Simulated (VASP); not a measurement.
# HfO2 (P6/mmm) in VASP: a series of runs

Runs on HfO2. Level: PBE+D3(BJ). Tasks: single point.

Everything below comes from runs of VASP 6.6.1. Logs are shortened: lines on timing, memory, paths and dates and some standing lists are left out, and cuts for length are marked.

**1. The cell of the first run**

It takes space group P6/mmm (No. 191, hexagonal). Conventional cell: a = 3.539 Å, b = 3.539 Å, c = 2.644 Å, α = 90.00°, β = 90.00°, γ = 120.00°. Within 3.2 Å of Hf (site symmetry 6/mmm) lie 12 O at 2.43 Å and 2 Hf at 2.64 Å. Within 2.7 Å of O (site symmetry -6m2) lie 5 O at 2.04 to 2.64 Å and 6 Hf at 2.43 Å.

**2. Single point, PBE+D3(BJ)**

INCAR

```
PREC = Accurate
ENCUT = 600
EDIFF = 1E-6
ISMEAR = 0
SIGMA = 0.02
LREAL = False
LASPH = True
NELM = 120
ALGO = Normal
ISIF = 2
LWAVE = False
LCHARG = True
GGA = PE
IVDW = 12
LELF = True
LVHAR = True
NBANDS = 18
GGA_COMPAT = False
```

KPOINTS

```
regular mesh
0
Gamma
  7 7 5
```

POSCAR

```
HfO2
1.0
    3.5385154122      0.0000000000      0.0000000000
   -1.7692577061      3.0644442386      0.0000000000
    0.0000000000      0.0000000000      2.6437877763
Hf O
1 2
Direct
    0.0000000000      0.0000000000      0.0000000000
    0.3333333333      0.6666666667      0.5000000000
    0.6666666667      0.3333333333      0.5000000000
```

Potentials or basis: VASP PAW PBE potentials, release 64 (Hf_pv, O).

Command:

```console
$ cat potpaw_PBE.64/Hf_pv/POTCAR potpaw_PBE.64/O/POTCAR > POTCAR
$ mpirun -np 1 vasp_std > vasp.out
```

OUTCAR:

```text
PREC = Accurate
   ENCUT = 600
   EDIFF = 1E-6
   ISMEAR = 0
   LREAL = False
   LASPH = True
   NELM = 120
   ISIF = 2
   GGA = PE
   IVDW = 12
 IVDW          = 12

 ion  position               nearest neighbor table
   1  0.000  0.000  0.000-   2 2.43   3 2.43   2 2.43   3 2.43   2 2.43   2 2.43   3 2.43   3 2.43
                             3 2.43   3 2.43   2 2.43   2 2.43
   2  0.333  0.667  0.500-   1 2.43   1 2.43   1 2.43   1 2.43   1 2.43   1 2.43
   3  0.667  0.333  0.500-   1 2.43   1 2.43   1 2.43   1 2.43   1 2.43   1 2.43

  LATTYP: Found a hexagonal cell.
 ALAT       =     3.5385154122
 C/A-ratio  =     0.7471460396

  Lattice vectors:

 A1 = (   3.5385154122,   0.0000000000,   0.0000000000)
 A2 = (  -1.7692577061,   3.0644442386,   0.0000000000)
 A3 = (   0.0000000000,   0.0000000000,   2.6437877763)

Analysis of symmetry for initial positions (statically):
=====================================================================
 Subroutine PRICEL returns:
 Original cell was already a primitive cell.

 Routine SETGRP: Setting up the symmetry group for a
 hexagonal supercell.

 Subroutine GETGRP returns: Found 24 space group operations
 (whereof 24 operations were pure point group operations)
 out of a pool of 24 trial point group operations.

The static configuration has the point symmetry D_6h.

Analysis of symmetry for dynamics (positions and initial velocities):
=====================================================================
 Subroutine PRICEL returns:
 Original cell was already a primitive cell.

 Routine SETGRP: Setting up the symmetry group for a
 hexagonal supercell.

 Subroutine GETGRP returns: Found 24 space group operations
 (whereof 24 operations were pure point group operations)
 out of a pool of 24 trial point group operations.

The dynamic configuration has the point symmetry D_6h.

 Subroutine INISYM returns: Found 24 space group operations
 (whereof 24 operations are pure point group operations),
 and found     1 'primitive' translations

----------------------------------------------------------------------------------------

                                     Primitive cell

  volume of cell :      28.6681

  direct lattice vectors                    reciprocal lattice vectors
     3.538515412  0.000000000  0.000000000     0.282604393  0.163161722  0.000000000
    -1.769257706  3.064444239  0.000000000     0.000000000  0.326323445  0.000000000
     0.000000000  0.000000000  2.643787776     0.000000000  0.000000000  0.378245186

  length of vectors
     3.538515412  3.538515412  2.643787776     0.326323445  0.326323445  0.378245186

  position of ions in fractional coordinates (direct lattice)
     0.000000000  0.000000000  0.000000000
     0.333333333  0.666666667  0.500000000
     0.666666667  0.333333333  0.500000000

  ion indices of the primitive-cell ions
   primitive index   ion index
                 1           1
                 2           2
                 3           3

----------------------------------------------------------------------------------------

 KPOINTS: regular mesh

Automatic generation of k-mesh.
 Grid dimensions read from file:
 generate k-points for:    7    7    5

 Generating k-lattice:

  Cartesian coordinates                     Fractional coordinates (reciprocal lattice)
     0.040372056  0.023308817  0.000000000     0.142857143  0.000000000  0.000000000
     0.000000000  0.046617635  0.000000000     0.000000000  0.142857143  0.000000000
     0.000000000  0.000000000  0.075649037     0.000000000  0.000000000  0.200000000

  Length of vectors
     0.046617635  0.046617635  0.075649037

  Shift w.r.t. Gamma in fractional coordinates (k-lattice)
     0.000000000  0.000000000  0.000000000

 Subroutine IBZKPT returns following result:
 ===========================================

 Found     24 irreducible k-points:

 Following reciprocal coordinates:
            Coordinates               Weight
  0.000000  0.000000  0.000000      1.000000
  0.142857 -0.000000  0.000000      6.000000
  0.285714  0.000000  0.000000      6.000000
  0.428571  0.000000  0.000000      6.000000
  0.142857  0.142857  0.000000      6.000000
  0.285714  0.142857  0.000000     12.000000
[... 16 lines left out ...]
  0.428571  0.142857  0.400000     12.000000
  0.285714  0.285714  0.400000     12.000000
   k-points           NKPTS =     24   k-points in BZ     NKDIM =     24   number of bands    NBANDS=     18
   number of dos      NEDOS =    301   number of ions     NIONS =      3
   total plane-waves  NPLWV =  18816
   dimension x,y,z NGX =    28 NGY =   28 NGZ =   24
   dimension x,y,z NGXF=    56 NGYF=   56 NGZF=   48
   ions per type =               1   2
   NGX,Y,Z   is equivalent  to a cutoff of  13.15, 13.15, 15.09 a.u.
   NGXF,Y,Z  is equivalent  to a cutoff of  26.31, 26.31, 30.18 a.u.
 SYSTEM =  unknown system
   PREC   = accura    normal or accurate (medium, high low for compatibility)
   ISTART =      0    job   : 0-new  1-cont  2-samecut
   ICHARG =      2    charge: 1-file 2-atom 10-const
   ISPIN  =      1    spin polarized calculation?
   LNONCOLLINEAR =      F non collinear calculations
   LSORBIT =      F    spin-orbit coupling
   LASPH  =      T    aspherical Exc in radial PAW
   ENCUT  =  600.0 eV  44.10 Ry    6.64 a.u.   7.07  7.07  5.28*2*pi/ulx,y,z
   NELM   =    120;   NELMIN=  2; NELMDL= -5     # of ELM steps
   EDIFF  = 0.1E-05   stopping-criterion for ELM
   LREAL  =      F    real-space projection
   EDIFFG = 0.1E-04   stopping-criterion for IOM
   NSW    =      0    number of steps for IOM
   IBRION =     -1    ionic relax: 0-MD 1-quasi-New 2-CG
   NFREE  =      0    steps in history (QN), initial steepest desc. (CG)
   ISIF   =      2    stress and relaxation
   ISYM   =      2    0-nonsym 1-usesym 2-fastsym
   POTIM  = 0.5000    time-step for ionic-motion
   TEBEG  =    0.0;   TEEND  =   0.0 temperature during run
   PSTRESS=    0.0 pullay stress
   NELECT =      22.0000    total number of electrons
   NUPDOWN=      -1.0000    fix difference up-down
   EMIN   =  10.00;   EMAX   =-10.00  energy-range for DOS
   EFERMI =   0.00;   METHOD = LEGACY
   ISMEAR =     0;   SIGMA  =   0.02  broadening in eV -4-tet -1-fermi 0-gaus
   EFERMI_NEDOS =   21; number of points for ismear=-14 and -15
   IALGO  =     38    algorithm
   IMIX   =      4    mixing-type and parameters
     AMIX     =   0.40;   BMIX     =  1.00
     AMIX_MAG =   1.60;   BMIX_MAG =  1.00
  volume/ion in A,a.u.               =       9.56        64.49
  Fermi-wavevector in a.u.,A,eV,Ry     =   1.498819  2.832358 30.564931  2.246459
  Thomas-Fermi vector in A             =   2.610529
   LORBIT       =      0    0 simple, 1 ext, 2 COOP (PROOUT), +10 PAW based schemes
   GGA     = PE    functional components
   LHFCALC =     F    Hartree Fock is set to
   AEXX    =    0.0000 exact exchange contribution
   IVDW    =    12    specifies the selected vdW correction
   LEPSILON=     F    determine dielectric tensor
   LRPA    =     F    only Hartree local field effects (RPA)
 non-spin polarized calculation
 Gauss-broadening in eV      SIGMA  =   0.02
  energy-cutoff  :      600.00
  volume of cell :       28.67
 maximum number of plane-waves:       966
   NGX = 15   NGY = 15   NGZ = 11

 number of electron      22.0000001 magnetization

 Free energy of the ion-electron system (eV)
  ---------------------------------------------------
  ext. energy  EPLUGINS =         0.00000000
  ---------------------------------------------------
  free energy    TOTEN  =       -24.43762170 eV

  energy without entropy =      -24.43708112  energy(sigma->0) =      -24.43735141

 E-fermi :   7.1876     XC(G=0): -12.9175

 val. band max:        7.0802281676   @ k =   0.2857   0.1429   0.4000
 cond. band min:       7.1905600352   @ k =   0.4286   0.1429   0.2000
 fundamental gap:      0.1103318676
 Fermi energy:         7.1875841283

 k-point     1 :       0.0000    0.0000    0.0000
  band No.  band energies     occupation
      1     -24.3741      2.00000
      2     -24.3741      2.00000
      3     -23.5955      2.00000
      4     -14.1221      2.00000
      5      -8.9458      2.00000
      6       0.0481      2.00000
[... 10 lines left out ...]
     17      12.7087      0.00000
     18      19.0121      0.00000

 k-point     2 :       0.1429   -0.0000    0.0000
  band No.  band energies     occupation
      1     -24.4426      2.00000
      2     -24.3863      2.00000
      3     -23.5912      2.00000
      4     -13.8468      2.00000
      5      -9.3301      2.00000
      6       0.1560      2.00000
[... 10 lines left out ...]
     17      12.9361      0.00000
     18      19.0119      0.00000

 k-point     3 :       0.2857    0.0000    0.0000
  band No.  band energies     occupation
      1     -24.5902      2.00000
      2     -24.4136      2.00000
      3     -23.5813      2.00000
      4     -13.1307      2.00000
      5     -10.1718      2.00000
      6       0.3947      2.00000
[... 10 lines left out ...]
     17      13.5416      0.00000
     18      19.0100      0.00000

 k-point     4 :       0.4286    0.0000    0.0000
  band No.  band energies     occupation
      1     -24.7030      2.00000
      2     -24.4353      2.00000
      3     -23.5734      2.00000
      4     -12.2533      2.00000
      5     -11.0600      2.00000
      6       0.4804      2.00000
[... 10 lines left out ...]
     17      15.1444      0.00000
     18      17.9390      0.00000

 k-point     5 :       0.1429    0.1429    0.0000
  band No.  band energies     occupation
      1     -24.5402      2.00000
      2     -24.4162      2.00000
      3     -23.5841      2.00000
      4     -13.3526      2.00000
      5      -9.9197      2.00000
      6       0.0019      2.00000
[... 10 lines left out ...]
     17      13.3454      0.00000
     18      19.0112      0.00000

 k-point     6 :       0.2857    0.1429    0.0000
  band No.  band energies     occupation
      1     -24.6492      2.00000
      2     -24.4611      2.00000
      3     -23.5752      2.00000
      4     -12.5614      2.00000
      5     -10.7131      2.00000
      6      -0.5414      2.00000
[... 10 lines left out ...]
     17      14.6845      0.00000
     18      19.0034      0.00000

 k-point     7 :       0.4286    0.1429    0.0000
  band No.  band energies     occupation
      1     -24.6953      2.00000
      2     -24.4818      2.00000
      3     -23.5712      2.00000
      4     -11.9228      2.00000
      5     -11.3170      2.00000
      6      -0.8613      2.00000
[... 10 lines left out ...]
     17      15.8738      0.00000
     18      17.7774      0.00000

 k-point     8 :       0.2857    0.2857    0.0000
  band No.  band energies     occupation
      1     -24.6455      2.00000
      2     -24.5502      2.00000
      3     -23.5703      2.00000
      4     -11.8989      2.00000
      5     -11.2636      2.00000
      6      -1.4263      2.00000
[... 10 lines left out ...]
     17      15.8045      0.00000
     18      19.0079      0.00000
[... 229 lines left out ...]
     17      16.9646      0.00000
     18      19.0185      0.00000

 k-point    20 :       0.4286    0.0000    0.4000
  band No.  band energies     occupation
      1     -25.3910      2.00000
      2     -24.3531      2.00000
      3     -24.1894      2.00000
      4     -12.1279      2.00000
      5     -10.2202      2.00000
      6      -0.3467      2.00000
[... 10 lines left out ...]
     17      16.6214      0.00000
     18      19.0217      0.00000

 k-point    21 :       0.1429    0.1429    0.4000
  band No.  band energies     occupation
      1     -25.4421      2.00000
      2     -24.2478      2.00000
      3     -24.1742      2.00000
      4     -12.5046      2.00000
      5      -9.2685      2.00000
      6      -0.2894      2.00000
[... 10 lines left out ...]
     17      16.9928      0.00000
     18      19.0177      0.00000

 k-point    22 :       0.2857    0.1429    0.4000
  band No.  band energies     occupation
      1     -25.3996      2.00000
      2     -24.3186      2.00000
      3     -24.2045      2.00000
      4     -12.1864      2.00000
      5     -10.0934      2.00000
      6       0.0082      2.00000
[... 10 lines left out ...]
     17      16.5593      0.00000
     18      19.0173      0.00000

 k-point    23 :       0.4286    0.1429    0.4000
  band No.  band energies     occupation
      1     -25.3805      2.00000
      2     -24.3494      2.00000
      3     -24.2184      2.00000
      4     -11.9219      2.00000
      5     -10.5804      2.00000
      6      -0.0780      2.00000
[... 10 lines left out ...]
     17      16.2774      0.00000
     18      19.0362      0.00000

 k-point    24 :       0.2857    0.2857    0.4000
  band No.  band energies     occupation
      1     -25.3760      2.00000
      2     -24.3189      2.00000
      3     -24.2606      2.00000
      4     -11.7141      2.00000
      5     -10.8783      2.00000
      6       0.3807      2.00000
[... 10 lines left out ...]
     17      16.0623      0.00000
     18      19.0148      0.00000

------------------------ aborting loop because EDIFF is reached ----------------------------------------

 Edisp (eV)   -0.81493

 E8    (eV) :    -0.3554

  FORCE on cell =-STRESS in cart. coord.  units (eV):
  Direction    XX          YY          ZZ          XY          YZ          ZX
  --------------------------------------------------------------------------------------
  -------------------------------------------------------------------------------------
  Total       1.01608     1.01608     1.03893     0.00000     0.00000     0.00000
  in kB      56.78560    56.78560    58.06274     0.00000     0.00000     0.00000
  external pressure =       57.21 kB  Pullay stress =        0.00 kB

 VOLUME and BASIS-vectors are now :
 -----------------------------------------------------------------------------
  energy-cutoff  :      600.00
  volume of cell :       28.67
      direct lattice vectors                 reciprocal lattice vectors
     3.538515412  0.000000000  0.000000000     0.282604393  0.163161722  0.000000000
    -1.769257706  3.064444239  0.000000000     0.000000000  0.326323445  0.000000000
     0.000000000  0.000000000  2.643787776     0.000000000  0.000000000  0.378245186

 POSITION                                       TOTAL-FORCE (eV/Angst)
 -----------------------------------------------------------------------------------
      0.00000      0.00000      0.00000         0.000000      0.000000     -0.000000
     -0.00000      2.04296      1.32189         0.000000      0.000000     -0.000000
      1.76926      1.02148      1.32189         0.000000      0.000000      0.000000
 -----------------------------------------------------------------------------------
    total drift:                               -0.000000      0.000000     -0.000000

  FREE ENERGIE OF THE ION-ELECTRON SYSTEM (eV)
  ---------------------------------------------------
  free  energy   TOTEN  =       -25.2525540264 eV

  energy  without entropy=      -25.2520134527  energy(sigma->0) =      -25.25228374
```

Run time: 7.8 s. Hardware: 1 thread of Intel Xeon 6975P-C (Granite Rapids), shared host; peak memory 0.16 GiB.

What came out:

```yaml
Free_energy: -25.2526 eV
Pressure: 5.7 GPa
Band_gap_on_the_k_mesh: zero (band 11 reaches 7.96 eV, above the bottom of band 12 at 6.12 eV)
Dispersion_energy_per_atom: -0.272 eV
```

Levels at points of the mesh, in eV from the Fermi level:
```
           k point  band 9  band 10  band 11  band 12  band 13  band 14
(0.00, 0.00, 0.00)   -2.79    -1.47    -1.47    -0.65     3.67     5.19
```

Caveat: the k points lie up to 0.48 Å⁻¹ apart; three body term missing; spin-orbit coupling is left out, which moves the levels of the heavy elements; pairwise dispersion overbinds metals, which lowers pressure and volume.

**3. Single point, PBE+D3(BJ)**

This run uses another cell than the first one, of 9.23 Å³/atom, 0.966 times its volume.

INCAR

```
  ALGO = Normal
  EDIFF = 1E-6
  ENCUT = 600
  GGA = PE
  GGA_COMPAT = False
  ISIF = 2
  ISMEAR = 0
  IVDW = 12
  LASPH = True
  LCHARG = False
  LREAL = False
  LWAVE = False
  NBANDS = 18
  NELM = 120
  PREC = Accurate
  SIGMA = 0.02
```

KPOINTS

```
k-points
0
Gamma
  7 7 5
```

POSCAR

```
HfO2
1.0
    3.4998872221      0.0000000000      0.0000000000
   -1.7499436110      3.0309912447      0.0000000000
    0.0000000000      0.0000000000      2.6108283419
Hf O
1 2
Direct
    0.0000000000      0.0000000000      0.0000000000
    0.3333333333      0.6666666667      0.5000000000
    0.6666666667      0.3333333333      0.5000000000
```

Potentials or basis: VASP PAW PBE potentials, release 64 (Hf_pv, O).

Command:

```console
$ cat potpaw_PBE.64/Hf_pv/POTCAR potpaw_PBE.64/O/POTCAR > POTCAR
$ mpirun -np 1 vasp_std > vasp.out
```

Run time: 7.5 s. Hardware: 1 thread of Intel Xeon 6975P-C (Granite Rapids), shared host; peak memory 0.16 GiB.

The run converged. Its results:

| Item | Value |
| --- | --- |
| Free energy | -25.1870 eV |
| Pressure | 15.3 GPa |
| Band gap on the k mesh | zero (band 11 reaches 8.38 eV, above the bottom of band 12 at 6.46 eV) |
| Dispersion energy per atom | -0.281 eV |

Stress tensor (GPa, compression positive):
```
15.20  0.00  0.00
 0.00 15.20  0.00
 0.00  0.00 15.35
```

Levels at points of the mesh, in eV from the Fermi level:
| k point | band 7 | band 8 | band 9 | band 10 | band 11 | band 12 | band 13 | band 14 | band 15 | band 16 |
| --- | --- | --- | --- | --- | --- | --- | --- | --- | --- | --- |
| (0.00, 0.00, 0.00) | -7.44 | -3.26 | -2.90 | -1.50 | -1.50 | -0.66 | 4.05 | 5.39 | 5.39 | 5.74 |

Caveat: the k points lie up to 0.48 Å⁻¹ apart; three body term missing; spin-orbit coupling is left out, which moves the levels of the heavy elements; pairwise dispersion overbinds metals, which lowers pressure and volume.
